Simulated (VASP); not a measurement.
# Cd2Se (Fm-3m) in VASP: further runs

The runs below take Cd2Se through single point, relaxation of cell and atoms, with PBE.

Everything below comes from runs of VASP 6.6.1. Logs are shortened: lines on timing, memory, paths and dates and some standing lists are left out, and cuts for length are marked.

## (1) The cell of the first run

It takes space group Fm-3m (No. 225, cubic). Conventional cell: a = 6.849 Å, b = 6.849 Å, c = 6.849 Å, α = 90.00°, β = 90.00°, γ = 90.00°. Cd (site symmetry -43m) has 4 Se at 2.97 Å and 6 Cd at 3.42 Å within 3.9 Å. Within 3.9 Å of Se (site symmetry m-3m) lie 8 Cd at 2.97 Å.

## (2) Single point, PBE

Input file INCAR:

```
SYSTEM = Cd2Se
ALGO     = Normal         ! electronic algorithm
EDIFF    = 1E-6           ! SCF threshold, eV
ENCUT    = 520            ! plane-wave cutoff, eV
GGA      = PE             ! functional
ISIF     = 2              ! what is computed and relaxed
ISMEAR   = 0              ! smearing method
LASPH    = .TRUE.         ! aspherical terms in the spheres
LCHARG   = .FALSE.        ! write CHGCAR
LREAL    = .FALSE.        ! projectors in reciprocal space
LWAVE    = .FALSE.        ! write WAVECAR
NBANDS   = 22             ! bands
NELM     = 80             ! most SCF steps
PREC     = Accurate       ! precision mode
SIGMA    = 0.1            ! smearing width, eV
```

Input file KPOINTS:

```
k-points
0
G
  4 4 4
  0 0 0
```

Input file POSCAR:

```
Cd2Se
1.0
    0.0000000000      3.4247306600      3.4247306600
    3.4247306600      0.0000000000      3.4247306600
    3.4247306600      3.4247306600      0.0000000000
Cd Se
2 1
Direct
    0.2500000000      0.2500000000      0.2500000000
    0.7500000000      0.7500000000      0.7500000000
    0.5000000000      0.5000000000      0.5000000000
```

Potentials or basis: VASP PAW PBE potentials, release 64 (Cd, Se).

Started as:

```sh
$ cat potpaw_PBE.64/Cd/POTCAR potpaw_PBE.64/Se/POTCAR > POTCAR
$ mpirun -np 1 vasp_std > vasp.out
```

OUTCAR:

```text
SYSTEM = Cd2Se
   EDIFF = 1E-6
   ENCUT = 520
   GGA = PE
   ISIF = 2
   ISMEAR = 0
   LASPH = .TRUE.
   LREAL = .FALSE.
   NELM = 80
   PREC = Accurate

 ion  position               nearest neighbor table
   1  0.250  0.250  0.250-   3 2.97   3 2.97   3 2.97   3 2.97   2 3.42   2 3.42   2 3.42   2 3.42
                             2 3.42   2 3.42
   2  0.750  0.750  0.750-   3 2.97   3 2.97   3 2.97   3 2.97   1 3.42   1 3.42   1 3.42   1 3.42
                             1 3.42   1 3.42
   3  0.500  0.500  0.500-   1 2.97   1 2.97   1 2.97   1 2.97   2 2.97   2 2.97   2 2.97   2 2.97

  LATTYP: Found a face centered cubic cell.
 ALAT       =     6.8494613200

  Lattice vectors:

 A1 = (   0.0000000000,   3.4247306600,   3.4247306600)
 A2 = (   3.4247306600,   0.0000000000,   3.4247306600)
 A3 = (   3.4247306600,   3.4247306600,   0.0000000000)

Analysis of symmetry for initial positions (statically):
=====================================================================
 Subroutine PRICEL returns:
 Original cell was already a primitive cell.

 Routine SETGRP: Setting up the symmetry group for a
 face centered cubic supercell.

 Subroutine GETGRP returns: Found 48 space group operations
 (whereof 48 operations were pure point group operations)
 out of a pool of 48 trial point group operations.

The static configuration has the point symmetry O_h .

Analysis of symmetry for dynamics (positions and initial velocities):
=====================================================================
 Subroutine PRICEL returns:
 Original cell was already a primitive cell.

 Routine SETGRP: Setting up the symmetry group for a
 face centered cubic supercell.

 Subroutine GETGRP returns: Found 48 space group operations
 (whereof 48 operations were pure point group operations)
 out of a pool of 48 trial point group operations.

The dynamic configuration has the point symmetry O_h .

 Subroutine INISYM returns: Found 48 space group operations
 (whereof 48 operations are pure point group operations),
 and found     1 'primitive' translations

----------------------------------------------------------------------------------------

                                     Primitive cell

  volume of cell :      80.3358

  direct lattice vectors                    reciprocal lattice vectors
     0.000000000  3.424730660  3.424730660    -0.145996883  0.145996883  0.145996883
     3.424730660  0.000000000  3.424730660     0.145996883 -0.145996883  0.145996883
     3.424730660  3.424730660  0.000000000     0.145996883  0.145996883 -0.145996883

  length of vectors
     4.843300547  4.843300547  4.843300547     0.252874018  0.252874018  0.252874018

  position of ions in fractional coordinates (direct lattice)
     0.250000000  0.250000000  0.250000000
     0.750000000  0.750000000  0.750000000
     0.500000000  0.500000000  0.500000000

  ion indices of the primitive-cell ions
   primitive index   ion index
                 1           1
                 2           2
                 3           3

----------------------------------------------------------------------------------------

 KPOINTS: k-points

Automatic generation of k-mesh.
 Grid dimensions read from file:
 generate k-points for:    4    4    4

 Generating k-lattice:

  Cartesian coordinates                     Fractional coordinates (reciprocal lattice)
    -0.036499221  0.036499221  0.036499221     0.250000000  0.000000000  0.000000000
     0.036499221 -0.036499221  0.036499221     0.000000000  0.250000000  0.000000000
     0.036499221  0.036499221 -0.036499221     0.000000000  0.000000000  0.250000000

  Length of vectors
     0.063218505  0.063218505  0.063218505

  Shift w.r.t. Gamma in fractional coordinates (k-lattice)
     0.000000000  0.000000000  0.000000000

 Subroutine IBZKPT returns following result:
 ===========================================

 Found      8 irreducible k-points:

 Following reciprocal coordinates:
            Coordinates               Weight
  0.000000  0.000000  0.000000      1.000000
  0.250000  0.000000  0.000000      8.000000
  0.500000  0.000000  0.000000      4.000000
  0.250000  0.250000  0.000000      6.000000
  0.500000  0.250000  0.000000     24.000000
 -0.250000  0.250000  0.000000     12.000000
  0.500000  0.500000  0.000000      3.000000
 -0.250000  0.500000  0.250000      6.000000
   k-points           NKPTS =      8   k-points in BZ     NKDIM =      8   number of bands    NBANDS=     22
   number of dos      NEDOS =    301   number of ions     NIONS =      3
   total plane-waves  NPLWV =  46656
   dimension x,y,z NGX =    36 NGY =   36 NGZ =   36
   dimension x,y,z NGXF=    72 NGYF=   72 NGZF=   72
   ions per type =               2   1
   NGX,Y,Z   is equivalent  to a cutoff of  12.36, 12.36, 12.36 a.u.
   NGXF,Y,Z  is equivalent  to a cutoff of  24.71, 24.71, 24.71 a.u.
 SYSTEM =  Cd2Se
   PREC   = accura    normal or accurate (medium, high low for compatibility)
   ISTART =      0    job   : 0-new  1-cont  2-samecut
   ICHARG =      2    charge: 1-file 2-atom 10-const
   ISPIN  =      1    spin polarized calculation?
   LNONCOLLINEAR =      F non collinear calculations
   LSORBIT =      F    spin-orbit coupling
   LASPH  =      T    aspherical Exc in radial PAW
   ENCUT  =  520.0 eV  38.22 Ry    6.18 a.u.   9.01  9.01  9.01*2*pi/ulx,y,z
   NELM   =     80;   NELMIN=  2; NELMDL= -5     # of ELM steps
   EDIFF  = 0.1E-05   stopping-criterion for ELM
   LREAL  =      F    real-space projection
   EDIFFG = 0.1E-04   stopping-criterion for IOM
   NSW    =      0    number of steps for IOM
   IBRION =     -1    ionic relax: 0-MD 1-quasi-New 2-CG
   NFREE  =      0    steps in history (QN), initial steepest desc. (CG)
   ISIF   =      2    stress and relaxation
   ISYM   =      2    0-nonsym 1-usesym 2-fastsym
   POTIM  = 0.5000    time-step for ionic-motion
   TEBEG  =    0.0;   TEEND  =   0.0 temperature during run
   PSTRESS=    0.0 pullay stress
   NELECT =      30.0000    total number of electrons
   NUPDOWN=      -1.0000    fix difference up-down
   EMIN   =  10.00;   EMAX   =-10.00  energy-range for DOS
   EFERMI =   0.00;   METHOD = LEGACY
   ISMEAR =     0;   SIGMA  =   0.10  broadening in eV -4-tet -1-fermi 0-gaus
   EFERMI_NEDOS =   21; number of points for ismear=-14 and -15
   IALGO  =     38    algorithm
   IMIX   =      4    mixing-type and parameters
     AMIX     =   0.40;   BMIX     =  1.00
     AMIX_MAG =   1.60;   BMIX_MAG =  1.00
  volume/ion in A,a.u.               =      26.78       180.71
  Fermi-wavevector in a.u.,A,eV,Ry     =   1.178905  2.227808 18.909610  1.389817
  Thomas-Fermi vector in A             =   2.315226
   LORBIT       =      0    0 simple, 1 ext, 2 COOP (PROOUT), +10 PAW based schemes
   GGA     = PE    functional components
   LHFCALC =     F    Hartree Fock is set to
   AEXX    =    0.0000 exact exchange contribution
   IVDW    =     0    specifies the selected vdW correction
   LEPSILON=     F    determine dielectric tensor
   LRPA    =     F    only Hartree local field effects (RPA)
 non-spin polarized calculation
 Gauss-broadening in eV      SIGMA  =   0.10
  energy-cutoff  :      520.00
  volume of cell :       80.34
 maximum number of plane-waves:      2200
   NGX = 17   NGY = 17   NGZ = 17

 number of electron      30.0000005 magnetization

 Free energy of the ion-electron system (eV)
  ---------------------------------------------------
  ext. energy  EPLUGINS =         0.00000000
  ---------------------------------------------------
  free energy    TOTEN  =        -5.27072868 eV

  energy without entropy =       -5.27055576  energy(sigma->0) =       -5.27064222

 E-fermi :   2.1634     XC(G=0):  -9.4933

 val. band max:        1.9614125239   @ k =   0.2500   0.2500   0.0000
 cond. band min:       2.3493127291   @ k =   0.5000   0.5000   0.0000
 fundamental gap:      0.3879002052
 Fermi energy:         2.1634147047

 k-point     1 :       0.0000    0.0000    0.0000
  band No.  band energies     occupation
      1     -11.4785      2.00000
      2      -6.7065      2.00000
      3      -6.7065      2.00000
      4      -6.7065      2.00000
      5      -6.6694      2.00000
      6      -6.6694      2.00000
[... 14 lines left out ...]
     21       9.0900      0.00000
     22       9.0900      0.00000

 k-point     2 :       0.2500    0.0000    0.0000
  band No.  band energies     occupation
      1     -11.3759      2.00000
      2      -6.6363      2.00000
      3      -6.6363      2.00000
      4      -6.5527      2.00000
      5      -6.5527      2.00000
      6      -6.5066      2.00000
[... 14 lines left out ...]
     21       7.9157      0.00000
     22       9.3677      0.00000

 k-point     3 :       0.5000    0.0000    0.0000
  band No.  band energies     occupation
      1     -11.2712      2.00000
      2      -6.4912      2.00000
      3      -6.4912      2.00000
      4      -6.3294      2.00000
      5      -6.3294      2.00000
      6      -6.3106      2.00000
[... 14 lines left out ...]
     21       9.0629      0.00000
     22       9.0629      0.00000

 k-point     4 :       0.2500    0.2500    0.0000
  band No.  band energies     occupation
      1     -11.3431      2.00000
      2      -6.6427      2.00000
      3      -6.6284      2.00000
      4      -6.5252      2.00000
      5      -6.5252      2.00000
      6      -6.4442      2.00000
[... 14 lines left out ...]
     21      10.2532      0.00000
     22      10.6492      0.00000

 k-point     5 :       0.5000    0.2500    0.0000
  band No.  band energies     occupation
      1     -11.2406      2.00000
      2      -6.5426      2.00000
      3      -6.4927      2.00000
      4      -6.4123      2.00000
      5      -6.4112      2.00000
      6      -6.3663      2.00000
[... 14 lines left out ...]
     21       9.6313      0.00000
     22      10.1160      0.00000

 k-point     6 :      -0.2500    0.2500    0.0000
  band No.  band energies     occupation
      1     -11.2739      2.00000
      2      -6.5715      2.00000
      3      -6.5524      2.00000
      4      -6.4028      2.00000
      5      -6.3700      2.00000
      6      -6.3426      2.00000
[... 14 lines left out ...]
     21       9.2910      0.00000
     22      10.6515      0.00000

 k-point     7 :       0.5000    0.5000    0.0000
  band No.  band energies     occupation
      1     -11.2084      2.00000
      2      -6.6159      2.00000
      3      -6.4660      2.00000
      4      -6.4443      2.00000
      5      -6.3709      2.00000
      6      -6.3709      2.00000
[... 14 lines left out ...]
     21       9.8458      0.00000
     22      10.0958      0.00000

 k-point     8 :      -0.2500    0.5000    0.2500
  band No.  band energies     occupation
      1     -11.2079      2.00000
      2      -6.5245      2.00000
      3      -6.5245      2.00000
      4      -6.4962      2.00000
      5      -6.3420      2.00000
      6      -6.3420      2.00000
[... 14 lines left out ...]
     21      10.2388      0.00000
     22      10.9072      0.00000

------------------------ aborting loop because EDIFF is reached ----------------------------------------

  FORCE on cell =-STRESS in cart. coord.  units (eV):
  Direction    XX          YY          ZZ          XY          YZ          ZX
  --------------------------------------------------------------------------------------
  -------------------------------------------------------------------------------------
  Total        0.4810679      0.4810679      0.4810679      0.0000000     -0.0000000      0.0000000
  in kB        9.5941760      9.5941760      9.5941760      0.0000000     -0.0000000      0.0000000
  external PRESSURE =       9.5941760 kB  Pullay stress =       0.0000000 kB

 VOLUME and BASIS-vectors are now :
 -----------------------------------------------------------------------------
  energy-cutoff  :      520.00
  volume of cell :       80.34
      direct lattice vectors                 reciprocal lattice vectors
     0.000000000  3.424730660  3.424730660    -0.145996883  0.145996883  0.145996883
     3.424730660  0.000000000  3.424730660     0.145996883 -0.145996883  0.145996883
     3.424730660  3.424730660  0.000000000     0.145996883  0.145996883 -0.145996883

 POSITION                                       TOTAL-FORCE (eV/Angst)
 -----------------------------------------------------------------------------------
      1.71237      1.71237      1.71237        -0.000000     -0.000000     -0.000000
      5.13710      5.13710      5.13710         0.000000      0.000000      0.000000
      3.42473      3.42473      3.42473         0.000000     -0.000000      0.000000
 -----------------------------------------------------------------------------------
    total drift:                                0.000000      0.000000      0.000000

  FREE ENERGIE OF THE ION-ELECTRON SYSTEM (eV)
  ---------------------------------------------------
  free  energy   TOTEN  =        -5.2707286783 eV

  energy  without entropy=       -5.2705557644  energy(sigma->0) =       -5.27064222
```

Run time: 6.9 s. Hardware: 1 thread of Intel Xeon 6975P-C (Granite Rapids), shared host; peak memory 0.2 GiB.

What came out:

| Quantity | Value |
| --- | --- |
| Free energy | -5.2707 eV |
| Pressure | 1.0 GPa |
| Band gap on the k mesh | zero (band 15 reaches 3.43 eV, above the bottom of band 16 at 1.96 eV) |

Caveat: the k points lie up to 0.40 Å⁻¹ apart.

(Part 1 of 2 ends here.)
